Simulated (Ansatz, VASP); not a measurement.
## O in VASP and in Ansatz

```
O
1.0
    10.00000    0.00000    0.00000
     0.00000   10.50000    0.00000
     0.00000    0.00000   11.00000
O
2
Direct
  0.50000 0.50000 0.44543
  0.50000 0.50000 0.55457
```

Alike in both runs: functional LDA; k mesh 1 × 1 × 1; occupations gaussian, width 0.01 eV; collinear spin.

Ansatz relaxed the structure, and its values are those at the end. VASP's run is a single point on that final structure, the one shown.

```csv
,VASP,Ansatz
version,VASP 6.6.1,Ansatz 0.2.0
potentials or method,"VASP PAW LDA potentials, release 64 (O_h), cutoff 910 eV","scalar-relativistic, plane waves, PAW"
valence electrons in the cell,12,12
```

```csv
,VASP,Ansatz,Ansatz less VASP
gap on the k mesh at the Fermi level (eV),1.97,2.04,+0.070
rms of the force components (eV/Å),0.229,0.000,-0.2290
net moment per atom (μB),1.00,1.00,0.000
size of the moment on the site where the two differ most (μB),0.62,0.55,-0.068
```

Ansatz warns that its potentials were made for another functional, while VASP's fit it. LDA's correlation is that of Perdew and Zunger in VASP and of Perdew and Wang (1992) in Ansatz. Site moments also hang on the region over which each program counts them. One of these differences is far larger than is usual between the two programs; its cause wasn't traced. Ansatz's warnings: stress scf threshold loose, xc potential rough in thin density.

Noted on VASP's run: the cutoff is short for stress, so the pressure is rough.
